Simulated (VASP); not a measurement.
# Si16Ge (a cell with a defect) in VASP: a series of runs

Si16Ge (a cell with a defect) is run at these levels: PBE+D3(BJ); tasks: single point.

Everything below comes from runs of VASP 6.6.1. Logs are shortened: lines on timing, memory, paths and dates and some standing lists are left out, and cuts for length are marked.

## 1. The cell of the first run

The cell holds a defect, 17 atoms: a = 7.679 Å, b = 7.679 Å, c = 7.679 Å, α = 60.00°, β = 60.00°, γ = 60.00°.

## 2. Single point, PBE+D3(BJ)

File INCAR:

```
SYSTEM = Si16Ge
PREC = Accurate
ENCUT = 520
EDIFF = 1E-7
ISMEAR = 0
SIGMA = 0.02
LREAL = Auto
LASPH = .True.
NELM = 60
ALGO = Normal
ISIF = 2
LWAVE = .False.
LCHARG = .True.
GGA = PE
IVDW = 12
LELF = .True.
LVHAR = .True.
NBANDS = 53
```

File KPOINTS:

```
Automatic mesh
0
Gamma
  2 2 2
  0 0 0
```

File POSCAR:

```
Si16Ge
1.0
    0.0000000000      5.4300000000      5.4300000000
    5.4300000000      0.0000000000      5.4300000000
    5.4300000000      5.4300000000      0.0000000000
Si Ge
16 1
Direct
   -0.0028714349      0.0031260130      0.0026306668
    0.1274537634      0.1241174292      0.1235475237
   -0.0051166260      0.0053692819      0.4943077722
    0.1226772832      0.1368909086      0.6172653199
   -0.0048899769      0.4950229189      0.0046488599
    0.1231808320      0.6177685165      0.1363866101
    0.0001740426      0.5000865255      0.4995792751
    0.1178539543      0.6230949329      0.6220870740
    0.5001573234      0.0000723876     -0.0003737698
    0.6248949868      0.1240516911      0.1236128774
    0.5052400713      0.0051564349      0.4945213971
    0.6241219863      0.1247848800      0.6269205128
    0.5054456794      0.4948093497      0.0048623090
    0.6242036863      0.6273686940      0.1243033514
    0.5032245720      0.4970226751      0.4965414527
    0.6369777839      0.6225920583      0.6225898054
    0.2501729730      0.7500858029      0.7495819624
```

Potentials or basis: VASP PAW PBE potentials, release 64 (Si, Ge_d).

On the command line:

```sh
$ cat potpaw_PBE.64/Si/POTCAR potpaw_PBE.64/Ge_d/POTCAR > POTCAR
$ mpirun -np 1 vasp_std > vasp.out
```

OUTCAR:

```text
SYSTEM = Si16Ge
   PREC = Accurate
   ENCUT = 520
   EDIFF = 1E-7
   ISMEAR = 0
   LREAL = Auto
   LASPH = .True.
   NELM = 60
   ISIF = 2
   GGA = PE
   IVDW = 12
 IVDW          = 12

 ion  position               nearest neighbor table
   1  0.997  0.003  0.003-   2 2.33  10 2.33   6 2.42   4 2.42  17 2.75
   2  0.127  0.124  0.124-   3 2.33   5 2.33   1 2.33   9 2.34
   3  0.995  0.005  0.494-   2 2.33  12 2.33   4 2.40   8 2.40  17 2.77
   4  0.123  0.137  0.617-   7 2.28   3 2.40  11 2.40   1 2.42  17 2.43
   5  0.995  0.495  0.005-   2 2.33  14 2.33   6 2.40   8 2.40  17 2.77
   6  0.123  0.618  0.136-   7 2.28  13 2.40   5 2.40   1 2.42  17 2.43
   7  0.000  0.500  0.500-   6 2.28   4 2.28   8 2.28  16 2.28
   8  0.118  0.623  0.622-   7 2.28   3 2.40   5 2.40  15 2.42  17 2.43
   9  0.500  0.000  1.000-   2 2.34  14 2.34  10 2.34  12 2.34
  10  0.625  0.124  0.124-  13 2.33  11 2.33   1 2.33   9 2.34
  11  0.505  0.005  0.495-  10 2.33  12 2.33   4 2.40  16 2.40  17 2.77
  12  0.624  0.125  0.627-   3 2.33  11 2.33  15 2.33   9 2.34
  13  0.505  0.495  0.005-  10 2.33  14 2.33   6 2.40  16 2.40  17 2.77
  14  0.624  0.627  0.124-  13 2.33   5 2.33  15 2.33   9 2.34
  15  0.503  0.497  0.497-  14 2.33  12 2.33   8 2.42  16 2.42  17 2.75
  16  0.637  0.623  0.623-   7 2.28  13 2.40  11 2.40  15 2.42  17 2.43
  17  0.250  0.750  0.750-   6 2.43   8 2.43  16 2.43   4 2.43   1 2.75  15 2.75   5 2.77  11 2.77
                            13 2.77   3 2.77

  LATTYP: Found a face centered cubic cell.
 ALAT       =    10.8600000000

  Lattice vectors:

 A1 = (   0.0000000000,   5.4300000000,   5.4300000000)
 A2 = (   5.4300000000,   0.0000000000,   5.4300000000)
 A3 = (   5.4300000000,   5.4300000000,   0.0000000000)

Analysis of symmetry for initial positions (statically):
=====================================================================
 Subroutine PRICEL returns:
 Original cell was already a primitive cell.

 Routine SETGRP: Setting up the symmetry group for a
 face centered cubic supercell.

 Subroutine GETGRP returns: Found  1 space group operations
 (whereof  1 operations were pure point group operations)
 out of a pool of 48 trial point group operations.

The static configuration has the point symmetry C_1 .

Analysis of symmetry for dynamics (positions and initial velocities):
=====================================================================
 Subroutine PRICEL returns:
 Original cell was already a primitive cell.

 Routine SETGRP: Setting up the symmetry group for a
 face centered cubic supercell.

 Subroutine GETGRP returns: Found  1 space group operations
 (whereof  1 operations were pure point group operations)
 out of a pool of 48 trial point group operations.

The dynamic configuration has the point symmetry C_1 .

 Subroutine INISYM returns: Found  1 space group operations
 (whereof  1 operations are pure point group operations),
 and found     1 'primitive' translations

----------------------------------------------------------------------------------------

                                     Primitive cell

  volume of cell :     320.2060

  direct lattice vectors                    reciprocal lattice vectors
     0.000000000  5.430000000  5.430000000    -0.092081031  0.092081031  0.092081031
     5.430000000  0.000000000  5.430000000     0.092081031 -0.092081031  0.092081031
     5.430000000  5.430000000  0.000000000     0.092081031  0.092081031 -0.092081031

  length of vectors
     7.679179644  7.679179644  7.679179644     0.159489025  0.159489025  0.159489025

  position of ions in fractional coordinates (direct lattice)
     0.997128565  0.003126013  0.002630667
     0.127453763  0.124117429  0.123547524
     0.994883374  0.005369282  0.494307772
     0.122677283  0.136890909  0.617265320
     0.995110023  0.495022919  0.004648860
     0.123180832  0.617768516  0.136386610
[... 9 lines left out ...]
     0.636977784  0.622592058  0.622589805
     0.250172973  0.750085803  0.749581962

  ion indices of the primitive-cell ions
   primitive index   ion index
                 1           1
                 2           2
                 3           3
                 4           4
                 5           5
                 6           6
[... 9 lines left out ...]
                16          16
                17          17

----------------------------------------------------------------------------------------

 KPOINTS: Automatic mesh

Automatic generation of k-mesh.
 Grid dimensions read from file:
 generate k-points for:    2    2    2

 Generating k-lattice:

  Cartesian coordinates                     Fractional coordinates (reciprocal lattice)
    -0.046040516  0.046040516  0.046040516     0.500000000  0.000000000  0.000000000
     0.046040516 -0.046040516  0.046040516     0.000000000  0.500000000  0.000000000
     0.046040516  0.046040516 -0.046040516     0.000000000  0.000000000  0.500000000

  Length of vectors
     0.079744512  0.079744512  0.079744512

  Shift w.r.t. Gamma in fractional coordinates (k-lattice)
     0.000000000  0.000000000  0.000000000

 Subroutine IBZKPT returns following result:
 ===========================================

 Found      8 irreducible k-points:

 Following reciprocal coordinates:
            Coordinates               Weight
  0.000000  0.000000  0.000000      1.000000
  0.500000  0.000000  0.000000      1.000000
  0.000000  0.500000  0.000000      1.000000
  0.000000  0.000000  0.500000      1.000000
  0.500000  0.500000  0.500000      1.000000
  0.500000  0.500000  0.000000      1.000000
  0.000000  0.500000  0.500000      1.000000
  0.500000  0.000000  0.500000      1.000000
   k-points           NKPTS =      8   k-points in BZ     NKDIM =      8   number of bands    NBANDS=     53
   number of dos      NEDOS =    301   number of ions     NIONS =     17
   total plane-waves  NPLWV = 216000
   dimension x,y,z NGX =    60 NGY =   60 NGZ =   60
   dimension x,y,z NGXF=   120 NGYF=  120 NGZF=  120
   ions per type =              16   1
   NGX,Y,Z   is equivalent  to a cutoff of  12.99, 12.99, 12.99 a.u.
   NGXF,Y,Z  is equivalent  to a cutoff of  25.98, 25.98, 25.98 a.u.
 SYSTEM =  Si16Ge
   PREC   = accura    normal or accurate (medium, high low for compatibility)
   ISTART =      0    job   : 0-new  1-cont  2-samecut
   ICHARG =      2    charge: 1-file 2-atom 10-const
   ISPIN  =      1    spin polarized calculation?
   LNONCOLLINEAR =      F non collinear calculations
   LSORBIT =      F    spin-orbit coupling
   LASPH  =      T    aspherical Exc in radial PAW
   ENCUT  =  520.0 eV  38.22 Ry    6.18 a.u.  14.28 14.28 14.28*2*pi/ulx,y,z
   NELM   =     60;   NELMIN=  2; NELMDL= -5     # of ELM steps
   EDIFF  = 0.1E-06   stopping-criterion for ELM
   LREAL  =      T    real-space projection
   EDIFFG = 0.1E-05   stopping-criterion for IOM
   NSW    =      0    number of steps for IOM
   IBRION =     -1    ionic relax: 0-MD 1-quasi-New 2-CG
   NFREE  =      0    steps in history (QN), initial steepest desc. (CG)
   ISIF   =      2    stress and relaxation
   ISYM   =      2    0-nonsym 1-usesym 2-fastsym
   POTIM  = 0.5000    time-step for ionic-motion
   TEBEG  =    0.0;   TEEND  =   0.0 temperature during run
   PSTRESS=    0.0 pullay stress
   NELECT =      78.0000    total number of electrons
   NUPDOWN=      -1.0000    fix difference up-down
   EMIN   =  10.00;   EMAX   =-10.00  energy-range for DOS
   EFERMI =   0.00;   METHOD = LEGACY
   ISMEAR =     0;   SIGMA  =   0.02  broadening in eV -4-tet -1-fermi 0-gaus
   EFERMI_NEDOS =   21; number of points for ismear=-14 and -15
   IALGO  =     38    algorithm
   IMIX   =      4    mixing-type and parameters
     AMIX     =   0.40;   BMIX     =  1.00
     AMIX_MAG =   1.60;   BMIX_MAG =  1.00
  volume/ion in A,a.u.               =      18.84       127.11
  Fermi-wavevector in a.u.,A,eV,Ry     =   1.022421  1.932096 14.222785  1.045345
  Thomas-Fermi vector in A             =   2.156100
   LORBIT       =      0    0 simple, 1 ext, 2 COOP (PROOUT), +10 PAW based schemes
   GGA     = PE    functional components
   LHFCALC =     F    Hartree Fock is set to
   AEXX    =    0.0000 exact exchange contribution
   IVDW    =    12    specifies the selected vdW correction
   LEPSILON=     F    determine dielectric tensor
   LRPA    =     F    only Hartree local field effects (RPA)
 non-spin polarized calculation
 Gauss-broadening in eV      SIGMA  =   0.02
  energy-cutoff  :      520.00
  volume of cell :      320.21
 maximum number of plane-waves:      8646
 NGX is ok and might be reduce to    60
   NGX = 29   NGY = 29   NGZ = 29

 number of electron      77.9999997 magnetization

 Free energy of the ion-electron system (eV)
  ---------------------------------------------------
  ext. energy  EPLUGINS =         0.00000000
  ---------------------------------------------------
  free energy    TOTEN  =       -86.69304592 eV

  energy without entropy =      -86.69279201  energy(sigma->0) =      -86.69291896

 E-fermi :   6.9454     XC(G=0):  -9.7502

 val. band max:        6.9139281117   @ k =   0.0000   0.0000   0.0000
 cond. band min:       6.9807495517   @ k =   0.0000   0.0000   0.0000
 fundamental gap:      0.0668214400
 Fermi energy:         6.9453772032

 k-point     1 :       0.0000    0.0000    0.0000
  band No.  band energies     occupation
      1     -18.2674      2.00000
      2     -18.2673      2.00000
      3     -18.2667      2.00000
      4     -18.2549      2.00000
      5     -18.2519      2.00000
      6      -6.5244      2.00000
[... 43 lines left out ...]
     50       8.1163      0.00000
     51       9.0709      0.00000

 k-point     2 :       0.5000    0.0000    0.0000
  band No.  band energies     occupation
      1     -18.2674      2.00000
      2     -18.2673      2.00000
      3     -18.2667      2.00000
      4     -18.2549      2.00000
      5     -18.2519      2.00000
      6      -6.1919      2.00000
[... 43 lines left out ...]
     50       9.8229      0.00000
     51       9.9747      0.00000

 k-point     3 :       0.0000    0.5000    0.0000
  band No.  band energies     occupation
      1     -18.2674      2.00000
      2     -18.2673      2.00000
      3     -18.2667      2.00000
      4     -18.2549      2.00000
      5     -18.2519      2.00000
      6      -6.1919      2.00000
[... 43 lines left out ...]
     50       9.8229      0.00000
     51       9.9747      0.00000

 k-point     4 :       0.0000    0.0000    0.5000
  band No.  band energies     occupation
      1     -18.2674      2.00000
      2     -18.2673      2.00000
      3     -18.2667      2.00000
      4     -18.2549      2.00000
      5     -18.2519      2.00000
      6      -6.1919      2.00000
[... 43 lines left out ...]
     50       9.8228      0.00000
     51       9.9748      0.00000

 k-point     5 :       0.5000    0.5000    0.5000
  band No.  band energies     occupation
      1     -18.2674      2.00000
      2     -18.2673      2.00000
      3     -18.2667      2.00000
      4     -18.2549      2.00000
      5     -18.2519      2.00000
      6      -6.1919      2.00000
[... 43 lines left out ...]
     50       9.8229      0.00000
     51       9.9747      0.00000

 k-point     6 :       0.5000    0.5000    0.0000
  band No.  band energies     occupation
      1     -18.2674      2.00000
      2     -18.2673      2.00000
      3     -18.2667      2.00000
      4     -18.2549      2.00000
      5     -18.2519      2.00000
      6      -6.0840      2.00000
[... 43 lines left out ...]
     50      10.3151      0.00000
     51      10.3418      0.00000

 k-point     7 :       0.0000    0.5000    0.5000
  band No.  band energies     occupation
      1     -18.2674      2.00000
      2     -18.2673      2.00000
      3     -18.2667      2.00000
      4     -18.2549      2.00000
      5     -18.2519      2.00000
      6      -6.0892      2.00000
[... 43 lines left out ...]
     50      10.3357      0.00000
     51      10.3383      0.00000

 k-point     8 :       0.5000    0.0000    0.5000
  band No.  band energies     occupation
      1     -18.2674      2.00000
      2     -18.2673      2.00000
      3     -18.2667      2.00000
      4     -18.2549      2.00000
      5     -18.2519      2.00000
      6      -6.0835      2.00000
[... 43 lines left out ...]
     50      10.3155      0.00000
     51      10.3397      0.00000
 [bands above 51 left out]

------------------------ aborting loop because EDIFF is reached ----------------------------------------

 Edisp (eV)   -5.66649

 E8    (eV) :    -2.3554

  FORCE on cell =-STRESS in cart. coord.  units (eV):
  Direction    XX          YY          ZZ          XY          YZ          ZX
  --------------------------------------------------------------------------------------
  -------------------------------------------------------------------------------------
  Total       6.77900     7.69184     7.60454     0.00014     0.00072    -0.00025
  in kB      33.91931    38.48676    38.04993     0.00068     0.00362    -0.00126
  external pressure =       36.82 kB  Pullay stress =        0.00 kB

 VOLUME and BASIS-vectors are now :
 -----------------------------------------------------------------------------
  energy-cutoff  :      520.00
  volume of cell :      320.21
      direct lattice vectors                 reciprocal lattice vectors
     0.000000000  5.430000000  5.430000000    -0.092081031  0.092081031  0.092081031
     5.430000000  0.000000000  5.430000000     0.092081031 -0.092081031  0.092081031
     5.430000000  5.430000000  0.000000000     0.092081031  0.092081031 -0.092081031

 POSITION                                       TOTAL-FORCE (eV/Angst)
 -----------------------------------------------------------------------------------
      0.03126      5.42869      5.43138         0.000193     -0.000762      0.000558
      1.34482      1.36294      1.36603         0.000963     -0.002081     -0.001517
      2.71325      8.08631      5.43137         0.000172      0.000244     -0.000230
      4.09507      4.01789      1.40946         0.002423      0.002946     -0.000407
      2.71322      5.42869      8.09142        -0.000032     -0.000271     -0.001296
      4.09506      1.40945      4.02335         0.003232     -0.002479      0.000674
[... 9 lines left out ...]
      6.76134      6.83945      6.83946        -0.002676     -0.002607     -0.000495
      8.14320      5.42867      5.43141        -0.000570     -0.000585      0.000506
 -----------------------------------------------------------------------------------
    total drift:                                0.000381      0.002778     -0.000716

  FREE ENERGIE OF THE ION-ELECTRON SYSTEM (eV)
  ---------------------------------------------------
  free  energy   TOTEN  =       -92.3595367434 eV

  energy  without entropy=      -92.3592828278  energy(sigma->0) =      -92.35940979
```

Wall time 2 min (1 thread of Intel Xeon 6975P-C (Granite Rapids), shared host); peak memory 0.48 GiB.

Results:

```yaml
Free_energy: -92.3595 eV
Pressure: 3.7 GPa
Largest_force: 0.005 eV/Å
Band_gap_on_the_k_mesh: zero (band 39 reaches 7.00 eV, above the bottom of band 40 at 6.67 eV)
Dispersion_energy_per_atom: -0.333 eV
```

Forces on the atoms (eV/Å):
```
Si   0.000 -0.001  0.001
Si   0.001 -0.002 -0.002
Si   0.000  0.000  0.000
Si   0.002  0.003  0.000
Si   0.000  0.000 -0.001
Si   0.003 -0.002  0.001
Si   0.001  0.001 -0.001
Si  -0.002  0.003  0.001
Si   0.001  0.000  0.000
Si   0.001  0.003  0.001
Si   0.000  0.000  0.000
Si  -0.002 -0.003  0.003
Si   0.000  0.000  0.000
Si  -0.001  0.003 -0.002
Si  -0.001 -0.001  0.001
Si  -0.003 -0.003  0.000
Ge  -0.001 -0.001  0.001
```

Caveat: the k points lie up to 0.50 Å⁻¹ apart.

## 3. Single point, PBE+D3(BJ)

File INCAR:

```
SYSTEM = Si16Ge
ALGO = Normal
EDIFF = 1E-7
ENCUT = 520
GGA = PE
ISIF = 2
ISMEAR = 0
IVDW = 12
LASPH = .True.
LCHARG = .False.
LREAL = Auto
LWAVE = .False.
NBANDS = 53
NELM = 60
PREC = Accurate
SIGMA = 0.02
```

File KPOINTS:

```
k-points
0
Gamma
  2 2 2
  0 0 0
```

File POSCAR:

```
Si16Ge
1.0
    0.0000000000      5.4300000000      5.4300000000
    5.4300000000      0.0000000000      5.4300000000
    5.4300000000      5.4300000000      0.0000000000
Si Ge
16 1
Direct
    0.0007207958     -0.0015796063      0.0005597698
    0.1194613059      0.1310322846      0.1199148580
   -0.0119173515      0.0031811812      0.5020782942
    0.1217698891      0.1286729961      0.6282738187
    0.0001290093      0.5017142952      0.0012906844
    0.1247715251      0.6257003943      0.1253413989
    0.0008223284      0.5009542979      0.4980566175
    0.1197929114      0.6205770778      0.6303882479
    0.5016260621      0.0081144017     -0.0116291115
    0.6297828393      0.1307106974      0.1202196790
    0.5071463474      0.0023771361      0.5028227003
    0.6248841220      0.1254982187      0.6251600778
    0.4974671605      0.5016341902      0.0013767070
    0.6278795798      0.6226032078      0.1222587038
    0.5023980682      0.4887115821      0.5077686418
    0.6301134124      0.6202297956      0.6306794413
    0.3749057348      0.8754610796      0.3751224211
```

Potentials or basis: VASP PAW PBE potentials, release 64 (Si, Ge_d).

On the command line:

```sh
$ cat potpaw_PBE.64/Si/POTCAR potpaw_PBE.64/Ge_d/POTCAR > POTCAR
$ mpirun -np 1 vasp_std > vasp.out
```

It took 2.8 min on 1 thread of Intel Xeon 6975P-C (Granite Rapids), shared host; peak memory 0.48 GiB.

The run converged. Its results:

```
Free energy                : -92.3594 eV
Pressure                   : 3.7 GPa
Largest force              : 0.008 eV/Å
Band gap on the k mesh     : zero (band 39 reaches 7.00 eV, above the bottom of band 40 at 6.67 eV)
Dispersion energy per atom : -0.333 eV
```

Forces in eV/Å, atoms in the order of the input:
```
Si  -0.003 -0.004  0.002
Si   0.000  0.000  0.000
Si   0.006  0.004  0.000
Si   0.000  0.001  0.000
Si   0.003 -0.004 -0.002
Si  -0.002  0.000 -0.001
Si  -0.004  0.004 -0.003
Si   0.000 -0.001  0.001
Si  -0.006  0.005  0.000
Si   0.001  0.001  0.000
Si   0.005 -0.005  0.000
Si  -0.002  0.000 -0.002
Si   0.002  0.003  0.002
Si  -0.001 -0.001 -0.001
Si  -0.006 -0.004  0.000
Si   0.002  0.000  0.002
Ge   0.005  0.001  0.002
```

Stress tensor (GPa, compression positive):
```
3.39 0.00 0.00
0.00 3.86 0.00
0.00 0.00 3.79
```

Levels at points of the mesh, in eV from the Fermi level:
| k point | band 37 | band 38 | band 39 | band 40 | band 41 | band 42 |
| --- | --- | --- | --- | --- | --- | --- |
| (0.00, 0.00, 0.00) | -0.80 | -0.80 | -0.28 | -0.28 | -0.24 | -0.03 |
| (0.50, 0.00, 0.00) | -1.49 | -1.48 | -0.34 | 0.48 | 0.53 | 0.85 |
| (0.00, 0.50, 0.00) | -1.49 | -1.48 | -0.34 | 0.49 | 0.53 | 0.85 |
| (0.00, 0.00, 0.50) | -1.49 | -1.48 | -0.34 | 0.49 | 0.53 | 0.85 |
| (0.50, 0.50, 0.50) | -1.49 | -1.48 | -0.34 | 0.48 | 0.53 | 0.86 |
| (0.50, 0.50, 0.00) | -1.91 | -1.32 | 0.04 | 0.78 | 0.99 | 1.03 |
| (0.00, 0.50, 0.50) | -1.95 | -1.35 | 0.06 | 0.78 | 1.01 | 1.02 |
| (0.50, 0.00, 0.50) | -1.90 | -1.31 | 0.04 | 0.78 | 1.00 | 1.02 |

Caveat: the k points lie up to 0.50 Å⁻¹ apart.
